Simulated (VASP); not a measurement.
# CdS (F-43m) in VASP: a series of runs

The runs below take CdS through single point, with PBE.

Program: VASP 6.6.1. These are calculated values, not measurements. Logs are shortened: lines on timing, memory, paths and dates and some standing lists are left out, and cuts for length are marked.

## (1) The cell of the first run

The structure is cubic, space group F-43m (No. 216). The conventional cell has a = 5.878 Å, b = 5.878 Å, c = 5.878 Å, α = 90.00°, β = 90.00°, γ = 90.00°. Cd (site symmetry -43m) has 4 S at 2.55 Å within 3.4 Å. Within 3.4 Å of S (site symmetry -43m) lie 4 Cd at 2.55 Å.

## (2) Single point, PBE

Input file INCAR:

```
PREC     = Accurate       # precision mode
ENCUT    = 500            # plane-wave cutoff, eV
EDIFF    = 1E-6           # SCF threshold, eV
ISMEAR   = 0              # smearing method
SIGMA    = 0.01           # smearing width, eV
LREAL    = False          # projectors in reciprocal space
LASPH    = True           # aspherical terms in the spheres
NELM     = 120            # most SCF steps
ALGO     = Normal         # electronic algorithm
ISIF     = 2              # what is computed and relaxed
LWAVE    = False          # write WAVECAR
LCHARG   = False          # write CHGCAR
GGA      = PE             # functional
NBANDS   = 16             # bands
GGA_COMPAT= False
```

Input file KPOINTS:

```
regular mesh
0
Gamma
  6 6 6
```

Input file POSCAR:

```
CdS
1.0
    0.0000000000      2.9392087882      2.9392087882
    2.9392087882      0.0000000000      2.9392087882
    2.9392087882      2.9392087882      0.0000000000
Cd S
1 1
Direct
    0.0000000000      0.0000000000      0.0000000000
    0.2500000000      0.2500000000      0.2500000000
```

Potentials or basis: VASP PAW PBE potentials, release 64 (Cd, S).

Command:

```
cat potpaw_PBE.64/Cd/POTCAR potpaw_PBE.64/S/POTCAR > POTCAR
mpirun -np 1 vasp_std > vasp.out
```

OUTCAR:

```text
PREC = Accurate
   ENCUT = 500
   EDIFF = 1E-6
   ISMEAR = 0
   LREAL = False
   LASPH = True
   NELM = 120
   ISIF = 2
   GGA = PE

 ion  position               nearest neighbor table
   1  0.000  0.000  0.000-   2 2.55   2 2.55   2 2.55   2 2.55
   2  0.250  0.250  0.250-   1 2.55   1 2.55   1 2.55   1 2.55

  LATTYP: Found a face centered cubic cell.
 ALAT       =     5.8784175764

  Lattice vectors:

 A1 = (   0.0000000000,   2.9392087882,   2.9392087882)
 A2 = (   2.9392087882,   0.0000000000,   2.9392087882)
 A3 = (   2.9392087882,   2.9392087882,   0.0000000000)

Analysis of symmetry for initial positions (statically):
=====================================================================
 Subroutine PRICEL returns:
 Original cell was already a primitive cell.

 Routine SETGRP: Setting up the symmetry group for a
 face centered cubic supercell.

 Subroutine GETGRP returns: Found 24 space group operations
 (whereof 24 operations were pure point group operations)
 out of a pool of 48 trial point group operations.

The static configuration has the point symmetry T_d .

Analysis of symmetry for dynamics (positions and initial velocities):
=====================================================================
 Subroutine PRICEL returns:
 Original cell was already a primitive cell.

 Routine SETGRP: Setting up the symmetry group for a
 face centered cubic supercell.

 Subroutine GETGRP returns: Found 24 space group operations
 (whereof 24 operations were pure point group operations)
 out of a pool of 48 trial point group operations.

The dynamic configuration has the point symmetry T_d .

 Subroutine INISYM returns: Found 24 space group operations
 (whereof 24 operations are pure point group operations),
 and found     1 'primitive' translations

----------------------------------------------------------------------------------------

                                     Primitive cell

  volume of cell :      50.7833

  direct lattice vectors                    reciprocal lattice vectors
     0.000000000  2.939208788  2.939208788    -0.170113808  0.170113808  0.170113808
     2.939208788  0.000000000  2.939208788     0.170113808 -0.170113808  0.170113808
     2.939208788  2.939208788  0.000000000     0.170113808  0.170113808 -0.170113808

  length of vectors
     4.156668931  4.156668931  4.156668931     0.294645759  0.294645759  0.294645759

  position of ions in fractional coordinates (direct lattice)
     0.000000000  0.000000000  0.000000000
     0.250000000  0.250000000  0.250000000

  ion indices of the primitive-cell ions
   primitive index   ion index
                 1           1
                 2           2

----------------------------------------------------------------------------------------

 KPOINTS: regular mesh

Automatic generation of k-mesh.
 Grid dimensions read from file:
 generate k-points for:    6    6    6

 Generating k-lattice:

  Cartesian coordinates                     Fractional coordinates (reciprocal lattice)
    -0.028352301  0.028352301  0.028352301     0.166666667  0.000000000  0.000000000
     0.028352301 -0.028352301  0.028352301     0.000000000  0.166666667  0.000000000
     0.028352301  0.028352301 -0.028352301     0.000000000  0.000000000  0.166666667

  Length of vectors
     0.049107626  0.049107626  0.049107626

  Shift w.r.t. Gamma in fractional coordinates (k-lattice)
     0.000000000  0.000000000  0.000000000

 Subroutine IBZKPT returns following result:
 ===========================================

 Found     16 irreducible k-points:

 Following reciprocal coordinates:
            Coordinates               Weight
  0.000000  0.000000  0.000000      1.000000
  0.166667  0.000000  0.000000      8.000000
  0.333333  0.000000  0.000000      8.000000
  0.500000  0.000000  0.000000      4.000000
  0.166667  0.166667  0.000000      6.000000
  0.333333  0.166667  0.000000     24.000000
[... 8 lines left out ...]
 -0.333333  0.333333  0.166667     24.000000
 -0.333333  0.500000  0.166667     12.000000
   k-points           NKPTS =     16   k-points in BZ     NKDIM =     16   number of bands    NBANDS=     16
   number of dos      NEDOS =    301   number of ions     NIONS =      2
   total plane-waves  NPLWV =  27000
   dimension x,y,z NGX =    30 NGY =   30 NGZ =   30
   dimension x,y,z NGXF=    60 NGYF=   60 NGZF=   60
   ions per type =               1   1
   NGX,Y,Z   is equivalent  to a cutoff of  12.00, 12.00, 12.00 a.u.
   NGXF,Y,Z  is equivalent  to a cutoff of  24.00, 24.00, 24.00 a.u.
 SYSTEM =  unknown system
   PREC   = accura    normal or accurate (medium, high low for compatibility)
   ISTART =      0    job   : 0-new  1-cont  2-samecut
   ICHARG =      2    charge: 1-file 2-atom 10-const
   ISPIN  =      1    spin polarized calculation?
   LNONCOLLINEAR =      F non collinear calculations
   LSORBIT =      F    spin-orbit coupling
   LASPH  =      T    aspherical Exc in radial PAW
   ENCUT  =  500.0 eV  36.75 Ry    6.06 a.u.   7.58  7.58  7.58*2*pi/ulx,y,z
   NELM   =    120;   NELMIN=  2; NELMDL= -5     # of ELM steps
   EDIFF  = 0.1E-05   stopping-criterion for ELM
   LREAL  =      F    real-space projection
   EDIFFG = 0.1E-04   stopping-criterion for IOM
   NSW    =      0    number of steps for IOM
   IBRION =     -1    ionic relax: 0-MD 1-quasi-New 2-CG
   NFREE  =      0    steps in history (QN), initial steepest desc. (CG)
   ISIF   =      2    stress and relaxation
   ISYM   =      2    0-nonsym 1-usesym 2-fastsym
   POTIM  = 0.5000    time-step for ionic-motion
   TEBEG  =    0.0;   TEEND  =   0.0 temperature during run
   PSTRESS=    0.0 pullay stress
   NELECT =      18.0000    total number of electrons
   NUPDOWN=      -1.0000    fix difference up-down
   EMIN   =  10.00;   EMAX   =-10.00  energy-range for DOS
   EFERMI =   0.00;   METHOD = LEGACY
   ISMEAR =     0;   SIGMA  =   0.01  broadening in eV -4-tet -1-fermi 0-gaus
   EFERMI_NEDOS =   21; number of points for ismear=-14 and -15
   IALGO  =     38    algorithm
   IMIX   =      4    mixing-type and parameters
     AMIX     =   0.40;   BMIX     =  1.00
     AMIX_MAG =   1.60;   BMIX_MAG =  1.00
  volume/ion in A,a.u.               =      25.39       171.35
  Fermi-wavevector in a.u.,A,eV,Ry     =   1.158578  2.189395 18.263137  1.342303
  Thomas-Fermi vector in A             =   2.295179
   LORBIT       =      0    0 simple, 1 ext, 2 COOP (PROOUT), +10 PAW based schemes
   GGA     = PE    functional components
   LHFCALC =     F    Hartree Fock is set to
   AEXX    =    0.0000 exact exchange contribution
   IVDW    =     0    specifies the selected vdW correction
   LEPSILON=     F    determine dielectric tensor
   LRPA    =     F    only Hartree local field effects (RPA)
 non-spin polarized calculation
 Gauss-broadening in eV      SIGMA  =   0.01
  energy-cutoff  :      500.00
  volume of cell :       50.78
 maximum number of plane-waves:      1308
   NGX = 15   NGY = 15   NGZ = 15

 number of electron      17.9999992 magnetization

 Free energy of the ion-electron system (eV)
  ---------------------------------------------------
  ext. energy  EPLUGINS =         0.00000000
  ---------------------------------------------------
  free energy    TOTEN  =        -6.13701902 eV

  energy without entropy =       -6.13701902  energy(sigma->0) =       -6.13701902

 E-fermi :   1.1722     XC(G=0):  -9.0402

 val. band max:        1.1200261577   @ k =   0.0000   0.0000   0.0000
 cond. band min:       2.2170677896   @ k =   0.0000   0.0000   0.0000
 fundamental gap:      1.0970416318
 Fermi energy:         1.1721841701

 k-point     1 :       0.0000    0.0000    0.0000
  band No.  band energies     occupation
      1     -11.1094      2.00000
      2      -6.5288      2.00000
      3      -6.5288      2.00000
      4      -6.5288      2.00000
      5      -6.0804      2.00000
      6      -6.0804      2.00000
[... 8 lines left out ...]
     15      12.5636      0.00000
     16      12.5636      0.00000

 k-point     2 :       0.1667    0.0000    0.0000
  band No.  band energies     occupation
      1     -11.0086      2.00000
      2      -6.4934      2.00000
      3      -6.4934      2.00000
      4      -6.4312      2.00000
      5      -6.0810      2.00000
      6      -6.0810      2.00000
[... 8 lines left out ...]
     15      11.7905      0.00000
     16      12.8934      0.00000

 k-point     3 :       0.3333    0.0000    0.0000
  band No.  band energies     occupation
      1     -10.8061      2.00000
      2      -6.4356      2.00000
      3      -6.4356      2.00000
      4      -6.0773      2.00000
      5      -6.0647      2.00000
      6      -6.0647      2.00000
[... 8 lines left out ...]
     15      12.1969      0.00000
     16      12.1969      0.00000

 k-point     4 :       0.5000    0.0000    0.0000
  band No.  band energies     occupation
      1     -10.7056      2.00000
      2      -6.4157      2.00000
      3      -6.4157      2.00000
      4      -6.0451      2.00000
      5      -6.0451      2.00000
      6      -5.7204      2.00000
[... 8 lines left out ...]
     15      13.6167      0.00000
     16      13.6167      0.00000

 k-point     5 :       0.1667    0.1667    0.0000
  band No.  band energies     occupation
      1     -10.9754      2.00000
      2      -6.4568      2.00000
      3      -6.4568      2.00000
      4      -6.4497      2.00000
      5      -6.1030      2.00000
      6      -6.0602      2.00000
[... 8 lines left out ...]
     15      12.7448      0.00000
     16      14.3817      0.00000

 k-point     6 :       0.3333    0.1667    0.0000
  band No.  band energies     occupation
      1     -10.8079      2.00000
      2      -6.4184      2.00000
      3      -6.3879      2.00000
      4      -6.2333      2.00000
      5      -6.0544      2.00000
      6      -6.0418      2.00000
[... 8 lines left out ...]
     15      12.9536      0.00000
     16      14.0362      0.00000

 k-point     7 :       0.5000    0.1667    0.0000
  band No.  band energies     occupation
      1     -10.6754      2.00000
      2      -6.3940      2.00000
      3      -6.3611      2.00000
      4      -6.1079      2.00000
      5      -6.0393      2.00000
      6      -5.7023      2.00000
[... 8 lines left out ...]
     15      13.6720      0.00000
     16      13.9334      0.00000

 k-point     8 :      -0.3333    0.1667    0.0000
  band No.  band energies     occupation
      1     -10.7081      2.00000
      2      -6.3946      2.00000
      3      -6.3853      2.00000
      4      -6.0828      2.00000
      5      -6.0781      2.00000
      6      -5.8123      2.00000
[... 8 lines left out ...]
     15      13.1477      0.00000
     16      13.9807      0.00000

 k-point     9 :      -0.1667    0.1667    0.0000
  band No.  band energies     occupation
      1     -10.8743      2.00000
      2      -6.4514      2.00000
      3      -6.4300      2.00000
      4      -6.2714      2.00000
      5      -6.0983      2.00000
      6      -6.0460      2.00000
[... 8 lines left out ...]
     15      12.4177      0.00000
     16      14.4191      0.00000

 k-point    10 :       0.3333    0.3333    0.0000
  band No.  band energies     occupation
      1     -10.7098      2.00000
      2      -6.3101      2.00000
      3      -6.2947      2.00000
      4      -6.2947      2.00000
      5      -6.0196      2.00000
      6      -5.9716      2.00000
[... 8 lines left out ...]
     15      13.1899      0.00000
     16      16.4330      0.00000

 k-point    11 :       0.5000    0.3333    0.0000
  band No.  band energies     occupation
      1     -10.6130      2.00000
      2      -6.3308      2.00000
      3      -6.2522      2.00000
      4      -6.2038      2.00000
      5      -6.0189      2.00000
      6      -5.6718      2.00000
[... 8 lines left out ...]
     15      13.7834      0.00000
     16      14.7011      0.00000

 k-point    12 :      -0.3333    0.3333    0.0000
  band No.  band energies     occupation
      1     -10.6132      2.00000
      2      -6.3575      2.00000
      3      -6.2910      2.00000
      4      -6.1266      2.00000
      5      -6.0591      2.00000
      6      -5.5566      2.00000
[... 8 lines left out ...]
     15      12.4575      0.00000
     16      15.7071      0.00000

 k-point    13 :       0.5000    0.5000    0.0000
  band No.  band energies     occupation
      1     -10.5808      2.00000
      2      -6.3224      2.00000
      3      -6.2023      2.00000
      4      -6.2023      2.00000
      5      -5.9991      2.00000
      6      -5.6575      2.00000
[... 8 lines left out ...]
     15      13.4765      0.00000
     16      14.5577      0.00000

 k-point    14 :       0.5000    0.3333    0.1667
  band No.  band energies     occupation
      1     -10.6770      2.00000
      2      -6.3510      2.00000
      3      -6.3426      2.00000
      4      -6.1679      2.00000
      5      -6.0431      2.00000
      6      -5.7990      2.00000
[... 8 lines left out ...]
     15      14.0364      0.00000
     16      14.2709      0.00000

 k-point    15 :      -0.3333    0.3333    0.1667
  band No.  band energies     occupation
      1     -10.6132      2.00000
      2      -6.3467      2.00000
      3      -6.3071      2.00000
      4      -6.1178      2.00000
      5      -6.0626      2.00000
      6      -5.5550      2.00000
[... 8 lines left out ...]
     15      13.5283      0.00000
     16      14.3617      0.00000

 k-point    16 :      -0.3333    0.5000    0.1667
  band No.  band energies     occupation
      1     -10.5820      2.00000
      2      -6.3110      2.00000
      3      -6.2740      2.00000
      4      -6.1523      2.00000
      5      -6.0407      2.00000
      6      -5.5267      2.00000
[... 8 lines left out ...]
     15      14.2500      0.00000
     16      14.3561      0.00000

------------------------ aborting loop because EDIFF is reached ----------------------------------------

  FORCE on cell =-STRESS in cart. coord.  units (eV):
  Direction    XX          YY          ZZ          XY          YZ          ZX
  --------------------------------------------------------------------------------------
  -------------------------------------------------------------------------------------
  Total        0.5414424      0.5414424      0.5414424      0.0000000      0.0000000      0.0000000
  in kB       17.0821115     17.0821115     17.0821115      0.0000000      0.0000000      0.0000000
  external PRESSURE =      17.0821115 kB  Pullay stress =       0.0000000 kB

 VOLUME and BASIS-vectors are now :
 -----------------------------------------------------------------------------
  energy-cutoff  :      500.00
  volume of cell :       50.78
      direct lattice vectors                 reciprocal lattice vectors
     0.000000000  2.939208788  2.939208788    -0.170113808  0.170113808  0.170113808
     2.939208788  0.000000000  2.939208788     0.170113808 -0.170113808  0.170113808
     2.939208788  2.939208788  0.000000000     0.170113808  0.170113808 -0.170113808

 POSITION                                       TOTAL-FORCE (eV/Angst)
 -----------------------------------------------------------------------------------
      0.00000      0.00000      0.00000         0.000000     -0.000000      0.000000
      1.46960      1.46960      1.46960        -0.000000      0.000000     -0.000000
 -----------------------------------------------------------------------------------
    total drift:                                0.000000      0.000000     -0.000000

  FREE ENERGIE OF THE ION-ELECTRON SYSTEM (eV)
  ---------------------------------------------------
  free  energy   TOTEN  =        -6.1370190166 eV

  energy  without entropy=       -6.1370190166  energy(sigma->0) =       -6.13701902
```

It took 15 s on 1 thread of AMD EPYC 7R43 (Zen 3), shared host; peak memory 0.13 GiB.

What came out:

- Free energy: -6.1370 eV
- Pressure: 1.7 GPa
- Band gap on the k mesh: 1.10 eV

Levels at points of the mesh, in eV from the valence-band top:
```
           k point  band 6  band 7  band 8  band 9  band 10  band 11  band 12  band 13
(0.00, 0.00, 0.00)   -7.20    0.00    0.00    0.00     1.10     6.55     6.55     6.55
(0.50, 0.00, 0.00)   -6.84   -4.26   -0.72   -0.72     2.98     7.01     7.01     7.41
(0.50, 0.50, 0.00)   -6.78   -3.85   -1.80   -1.80     3.59     4.32     9.14    10.64
```

## (3) Single point, PBE

Input file INCAR:

```
SYSTEM = CdS
PREC     = Accurate       ! precision mode
ENCUT    = 500            ! plane-wave cutoff, eV
EDIFF    = 1E-6           ! SCF threshold, eV
ISMEAR   = 0              ! smearing method
SIGMA    = 0.01           ! smearing width, eV
LREAL    = .False.        ! projectors in reciprocal space
LASPH    = .True.         ! aspherical terms in the spheres
NELM     = 120            ! most SCF steps
ALGO     = Normal         ! electronic algorithm
ISIF     = 2              ! what is computed and relaxed
LWAVE    = .False.        ! write WAVECAR
LCHARG   = .False.        ! write CHGCAR
GGA      = PE             ! functional
NBANDS   = 16             ! bands
GGA_COMPAT= .False.
```

Input file KPOINTS:

```
regular mesh
0
Gamma
  6 6 6
  0 0 0
```

POSCAR is that of step 2.

Potentials or basis: VASP PAW PBE potentials, release 64 (Cd, S).

Command:

```
cat potpaw_PBE.64/Cd/POTCAR potpaw_PBE.64/S/POTCAR > POTCAR
mpirun -np 1 vasp_std > vasp.out
```

Run time: 15 s. Hardware: 1 thread of AMD EPYC 7R43 (Zen 3), shared host; peak memory 0.13 GiB.

Results (log left out):

```yaml
Free_energy: -6.1370 eV
Pressure: 1.7 GPa
Band_gap_on_the_k_mesh: 1.10 eV
```

Levels at points of the mesh, in eV from the valence-band top:
| k point | band 5 | band 6 | band 7 | band 8 | band 9 | band 10 | band 11 | band 12 | band 13 | band 14 |
| --- | --- | --- | --- | --- | --- | --- | --- | --- | --- | --- |
| (0.00, 0.00, 0.00) | -7.20 | -7.20 | 0.00 | 0.00 | 0.00 | 1.10 | 6.55 | 6.55 | 6.55 | 11.31 |
| (0.50, 0.00, 0.00) | -7.17 | -6.84 | -4.26 | -0.72 | -0.72 | 2.98 | 7.01 | 7.01 | 7.41 | 11.02 |
| (0.50, 0.50, 0.00) | -7.12 | -6.78 | -3.85 | -1.80 | -1.80 | 3.59 | 4.32 | 9.14 | 10.64 | 10.64 |
